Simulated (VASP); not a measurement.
# TaN in VASP: further runs

TaN is run at these levels: PBE; tasks: single point.

Program: VASP 6.6.1. These are calculated values, not measurements. Logs are shortened: lines on timing, memory, paths and dates and some standing lists are left out, and cuts for length are marked.

### Step 1. The cell of the first run

The cell holds an amorphous packing of atoms, 16 atoms: a = 5.917 Å, b = 5.654 Å, c = 5.524 Å, α = 94.50°, β = 89.17°, γ = 87.23°.

### Step 2. Single point, PBE

Input file INCAR:

```
SYSTEM = TaN
ALGO = Normal
EDIFF = 1E-6
ENCUT = 520
GGA = PE
ISIF = 2
ISMEAR = -1
ISYM = 0
LASPH = .TRUE.
LCHARG = .TRUE.
LELF = .TRUE.
LREAL = Auto
LVHAR = .TRUE.
LWAVE = .FALSE.
NBANDS = 78
NELM = 60
PREC = Accurate
SIGMA = 0.2482
```

Input file KPOINTS:

```
Automatic mesh
0
Gamma
  1 1 1
  0.25 0.25 0.25
```

Input file POSCAR:

```
TaN
1.0
    5.9152850000      0.1408810000      0.0440940000
    0.1408810000      5.6478040000     -0.2198280000
    0.0440940000     -0.2198280000      5.5198490000
Ta N
8 8
Direct
    0.4541287738      0.2099003954      0.2057399813
    0.1988598136      0.3404024274      0.7425339824
    0.5761432444      0.8853521168      0.8430221053
    0.4981886713      0.6678652129      0.3121401224
    0.9192976779      0.3733989050      0.2160707698
    1.0044413810      0.8572512785      0.2162550091
    0.0461872541      0.7529858276      0.7319098381
    0.6684281068      0.2890597411      0.6705951115
    0.9900747955      0.0893877981      0.5768896183
    0.7657680636      0.6103497562     -0.0577635024
    0.8080889675      0.6772184118      0.4158671178
    0.2553529064      0.9634959962     -0.0286546123
    0.2199408904      0.5035934788      0.1202929416
    0.7545538388      0.1275333118      0.0660855208
    0.4284224429      0.0410874498      0.5001521441
    0.4065196277      0.5323879459      0.5799473321
```

Potentials or basis: VASP PAW PBE potentials, release 64 (Ta_pv, N).

Run with:

```
$ cat potpaw_PBE.64/Ta_pv/POTCAR potpaw_PBE.64/N/POTCAR > POTCAR
$ mpirun -np 1 vasp_std > vasp.out
```

OUTCAR:

```text
SYSTEM = TaN
   EDIFF = 1E-6
   ENCUT = 520
   GGA = PE
   ISIF = 2
   ISMEAR = -1
   ISYM = 0
   LASPH = .TRUE.
   LREAL = Auto
   NELM = 60
   PREC = Accurate

 ion  position               nearest neighbor table
   1  0.454  0.210  0.206-  14 1.95  15 1.96  13 2.20  12 2.22   4 2.64  16 2.65   3 2.68   8 2.89
                             5 2.95   2 3.11   4 3.16   5 3.25   8 3.27   2 3.32   6 3.40
   2  0.199  0.340  0.743-  16 1.94   9 2.09  13 2.22  15 2.42   7 2.47  12 2.57   8 2.80   5 3.06
                             1 3.11   8 3.19   1 3.32   5 3.38   3 3.41   7 3.48
   3  0.576  0.885  0.843-  10 1.99  12 2.03  14 2.10  15 2.32   8 2.62  16 2.62   1 2.68   7 2.89
                             4 2.99   4 3.14   6 3.30   7 3.31   2 3.41   8 3.45
   4  0.498  0.668  0.312-  16 1.81  11 1.93  13 2.18  15 2.29  10 2.56   1 2.64   5 2.95   3 2.99
                             6 3.13   3 3.14   1 3.16   8 3.17   6 3.28   7 3.50
   5  0.919  0.373  0.216-  14 1.88  13 2.04  11 2.04  10 2.27   9 2.68   6 2.81   6 2.94   1 2.95
                             4 2.95   8 2.98   2 3.06   1 3.25   2 3.38   8 3.39   7 3.54
   6  0.004  0.857  0.216-  11 1.96  12 2.13  14 2.29   9 2.30  13 2.34  10 2.48   7 2.70   5 2.81
                             5 2.94   7 2.97   4 3.13   4 3.28   3 3.30   1 3.40
   7  0.046  0.753  0.732-  12 2.15   9 2.16  10 2.23  11 2.29   2 2.47  16 2.52   6 2.70   3 2.89
                             6 2.97   3 3.31   2 3.48   4 3.50   8 3.53   5 3.54
   8  0.668  0.289  0.671-  16 2.11   9 2.20  15 2.21  10 2.36  14 2.48   3 2.62   2 2.80   1 2.89
                             5 2.98   4 3.17   2 3.19   1 3.27   5 3.39   3 3.45   7 3.53
   9  0.990  0.089  0.577-   2 2.09   7 2.16   8 2.20   6 2.30   5 2.68
  10  0.766  0.610  0.942-   3 1.99   7 2.23   5 2.27   8 2.36   6 2.48   4 2.56
  11  0.808  0.677  0.416-   4 1.93   6 1.96   5 2.04   7 2.29
  12  0.255  0.963  0.971-   3 2.03   6 2.13   7 2.15   1 2.22   2 2.57
  13  0.220  0.504  0.120-   5 2.04   4 2.18   1 2.20   2 2.22   6 2.34
  14  0.755  0.128  0.066-   5 1.88   1 1.95   3 2.10   6 2.29   8 2.48
  15  0.428  0.041  0.500-   1 1.96   8 2.21   4 2.29   3 2.32   2 2.42
  16  0.407  0.532  0.580-   4 1.81   2 1.94   8 2.11   7 2.52   3 2.62   1 2.65

IMPORTANT INFORMATION: All symmetrisations will be switched off!
NOSYMM: (Re-)initialisation of all symmetry stuff for point group C_1.

----------------------------------------------------------------------------------------

                                     Primitive cell

  volume of cell :     184.0000

  direct lattice vectors                    reciprocal lattice vectors
     5.915285000  0.140881000  0.044094000     0.169166816 -0.004278993 -0.001521760
     0.140881000  5.647804000 -0.219828000    -0.004278993  0.177443090  0.007100853
     0.044094000 -0.219828000  5.519849000    -0.001521760  0.007100853  0.181459324

  length of vectors
     5.917126699  5.653836028  5.524400566     0.169227767  0.177636658  0.181604582

  position of ions in fractional coordinates (direct lattice)
     0.454128774  0.209900395  0.205739981
     0.198859814  0.340402427  0.742533982
     0.576143244  0.885352117  0.843022105
     0.498188671  0.667865213  0.312140122
     0.919297678  0.373398905  0.216070770
     0.004441381  0.857251279  0.216255009
[... 8 lines left out ...]
     0.428422443  0.041087450  0.500152144
     0.406519628  0.532387946  0.579947332

  ion indices of the primitive-cell ions
   primitive index   ion index
                 1           1
                 2           2
                 3           3
                 4           4
                 5           5
                 6           6
[... 8 lines left out ...]
                15          15
                16          16

----------------------------------------------------------------------------------------

 KPOINTS: Automatic mesh

Automatic generation of k-mesh.
 Grid dimensions read from file:
 generate k-points for:    1    1    1

 Generating k-lattice:

  Cartesian coordinates                     Fractional coordinates (reciprocal lattice)
     0.169166816 -0.004278993 -0.001521760     1.000000000  0.000000000  0.000000000
    -0.004278993  0.177443090  0.007100853     0.000000000  1.000000000  0.000000000
    -0.001521760  0.007100853  0.181459324    -0.000000000 -0.000000000  1.000000000

  Length of vectors
     0.169227767  0.177636658  0.181604582

  Shift w.r.t. Gamma in fractional coordinates (k-lattice)
     0.250000000  0.250000000  0.250000000

 Subroutine IBZKPT returns following result:
 ===========================================

 Found      1 irreducible k-points:

 Following reciprocal coordinates:
            Coordinates               Weight
  0.250000  0.250000  0.250000      2.000000
   k-points           NKPTS =      1   k-points in BZ     NKDIM =      1   number of bands    NBANDS=     78
   number of dos      NEDOS =    301   number of ions     NIONS =     16
   total plane-waves  NPLWV =  84672
   dimension x,y,z NGX =    48 NGY =   42 NGZ =   42
   dimension x,y,z NGXF=    96 NGYF=   84 NGZF=   84
   ions per type =               8   8
   NGX,Y,Z   is equivalent  to a cutoff of  13.49, 12.35, 12.64 a.u.
   NGXF,Y,Z  is equivalent  to a cutoff of  26.97, 24.70, 25.28 a.u.
 SYSTEM =  TaN
   PREC   = accura    normal or accurate (medium, high low for compatibility)
   ISTART =      0    job   : 0-new  1-cont  2-samecut
   ICHARG =      2    charge: 1-file 2-atom 10-const
   ISPIN  =      1    spin polarized calculation?
   LNONCOLLINEAR =      F non collinear calculations
   LSORBIT =      F    spin-orbit coupling
   LASPH  =      T    aspherical Exc in radial PAW
   ENCUT  =  520.0 eV  38.22 Ry    6.18 a.u.  11.00 10.51 10.27*2*pi/ulx,y,z
   NELM   =     60;   NELMIN=  2; NELMDL= -5     # of ELM steps
   EDIFF  = 0.1E-05   stopping-criterion for ELM
   LREAL  =      T    real-space projection
   EDIFFG = 0.1E-04   stopping-criterion for IOM
   NSW    =      0    number of steps for IOM
   IBRION =     -1    ionic relax: 0-MD 1-quasi-New 2-CG
   NFREE  =      0    steps in history (QN), initial steepest desc. (CG)
   ISIF   =      2    stress and relaxation
   ISYM   =      0    0-nonsym 1-usesym 2-fastsym
   POTIM  = 0.5000    time-step for ionic-motion
   TEBEG  =    0.0;   TEEND  =   0.0 temperature during run
   PSTRESS=    0.0 pullay stress
   NELECT =     128.0000    total number of electrons
   NUPDOWN=      -1.0000    fix difference up-down
   EMIN   =  10.00;   EMAX   =-10.00  energy-range for DOS
   EFERMI =   0.00;   METHOD = LEGACY
   ISMEAR =    -1;   SIGMA  =   0.25  broadening in eV -4-tet -1-fermi 0-gaus
   EFERMI_NEDOS =   21; number of points for ismear=-14 and -15
   IALGO  =     38    algorithm
   IMIX   =      4    mixing-type and parameters
     AMIX     =   0.40;   BMIX     =  1.00
     AMIX_MAG =   1.60;   BMIX_MAG =  1.00
  volume/ion in A,a.u.               =      11.50        77.61
  Fermi-wavevector in a.u.,A,eV,Ry     =   1.450571  2.741181 28.628765  2.104155
  Thomas-Fermi vector in A             =   2.568167
   LORBIT       =      0    0 simple, 1 ext, 2 COOP (PROOUT), +10 PAW based schemes
   GGA     = PE    functional components
   LHFCALC =     F    Hartree Fock is set to
   AEXX    =    0.0000 exact exchange contribution
   IVDW    =     0    specifies the selected vdW correction
   LEPSILON=     F    determine dielectric tensor
   LRPA    =     F    only Hartree local field effects (RPA)
 non-spin polarized calculation
  energy-cutoff  :      520.00
  volume of cell :      184.00
 maximum number of plane-waves:      4947
 NGX is ok and might be reduce to    48
   NGX = 21   NGY = 21   NGZ = 21

 number of electron     128.0000000 magnetization

 Free energy of the ion-electron system (eV)
  ---------------------------------------------------
  ext. energy  EPLUGINS =         0.00000000
  ---------------------------------------------------
  free energy    TOTEN  =      -166.40289106 eV

  energy without entropy =     -164.99413957  energy(sigma->0) =     -165.69851532

 E-fermi :   7.6281     XC(G=0): -12.8690

 val. band max:        7.5238272127   @ k =   0.2500   0.2500   0.2500
 cond. band min:       7.8466679320   @ k =   0.2500   0.2500   0.2500
 fundamental gap:      0.3228407193
 Fermi energy:         7.6280633859

 k-point     1 :       0.2500    0.2500    0.2500
  band No.  band energies     occupation
      1     -28.1185      2.00000
      2     -28.0844      2.00000
      3     -27.9996      2.00000
      4     -27.9491      2.00000
      5     -27.8822      2.00000
      6     -27.8679      2.00000
[... 68 lines left out ...]
     75      10.3614      0.00003
     76      10.4989      0.00002
 [bands above 76 left out]

------------------------ aborting loop because EDIFF is reached ----------------------------------------

  FORCE on cell =-STRESS in cart. coord.  units (eV):
  Direction    XX          YY          ZZ          XY          YZ          ZX
  --------------------------------------------------------------------------------------
  -------------------------------------------------------------------------------------
  Total       28.1459279     29.8766295     23.9263645      6.6241637     -6.4323574    -15.7475408
  in kB      245.0802057    260.1502609    208.3384261     57.6797969    -56.0096465   -137.1214531
  external PRESSURE =     237.8562976 kB  Pullay stress =       0.0000000 kB

 VOLUME and BASIS-vectors are now :
 -----------------------------------------------------------------------------
  energy-cutoff  :      520.00
  volume of cell :      184.00
      direct lattice vectors                 reciprocal lattice vectors
     5.915285000  0.140881000  0.044094000     0.169166816 -0.004278993 -0.001521760
     0.140881000  5.647804000 -0.219828000    -0.004278993  0.177443090  0.007100853
     0.044094000 -0.219828000  5.519849000    -0.001521760  0.007100853  0.181459324

 POSITION                                       TOTAL-FORCE (eV/Angst)
 -----------------------------------------------------------------------------------
      2.72494      1.20423      1.10954        -3.949559     -1.178385      0.747233
      1.25701      1.78731      4.03261         1.134039     -7.620722      1.811613
      3.56995      4.89614      4.48413        -2.824438     -0.527546     -3.079831
      3.05478      3.77354      1.59812        -0.388358      4.231975     -3.385284
      5.50004      2.19090      1.15113         1.026935      0.517578      1.752547
      0.15658      4.79467      1.00544         0.185418      1.767883      0.070676
[... 8 lines left out ...]
      2.56208      0.18246      2.77062         1.838425     -0.063959      1.709625
      2.50525      2.93660      3.10211        -2.152193     -0.349490      4.088531
 -----------------------------------------------------------------------------------
    total drift:                                0.002176      0.003373     -0.001744

  FREE ENERGIE OF THE ION-ELECTRON SYSTEM (eV)
  ---------------------------------------------------
  free  energy   TOTEN  =      -166.4028910621 eV

  energy  without entropy=     -164.9941395713  energy(sigma->0) =     -165.69851532
```

It took 32 s on 1 thread of Intel Xeon 6975P-C (Granite Rapids), shared host; peak memory 0.28 GiB.

Results:

```yaml
Free_energy: -166.4029 eV
Pressure: 23.8 GPa
Largest_force: 7.915 eV/Å
Band_gap_on_the_k_mesh: 0.32 eV
```

Forces in eV/Å, atoms in the order of the input:
```
Ta  -3.950 -1.178  0.747
Ta   1.134 -7.621  1.812
Ta  -2.824 -0.528 -3.080
Ta  -0.388  4.232 -3.385
Ta   1.027  0.518  1.753
Ta   0.185  1.768  0.071
Ta  -0.005  2.936 -2.776
Ta   3.573  0.619  1.009
N   -1.281  0.695 -2.015
N    1.338 -0.173  0.963
N    1.185  0.050  3.121
N   -0.581  0.625  0.244
N    0.856  1.379 -1.267
N    0.045 -2.908 -2.993
N    1.838 -0.064  1.710
N   -2.152 -0.349  4.089
```

Stress tensor (GPa, compression positive):
```
 24.51   5.77 -13.71
  5.77  26.02  -5.60
-13.71  -5.60  20.83
```

Levels at points of the mesh, in eV from the valence-band top:
| k point | band 62 | band 63 | band 64 | band 65 | band 66 | band 67 |
| --- | --- | --- | --- | --- | --- | --- |
| (0.25, 0.25, 0.25) | -0.70 | -0.39 | 0.00 | 0.32 | 0.43 | 0.78 |

Caveat: the k points lie up to 1.14 Å⁻¹ apart; spin-orbit coupling is left out, which moves the levels of the heavy elements.

(Part 1 of 2 ends here.)
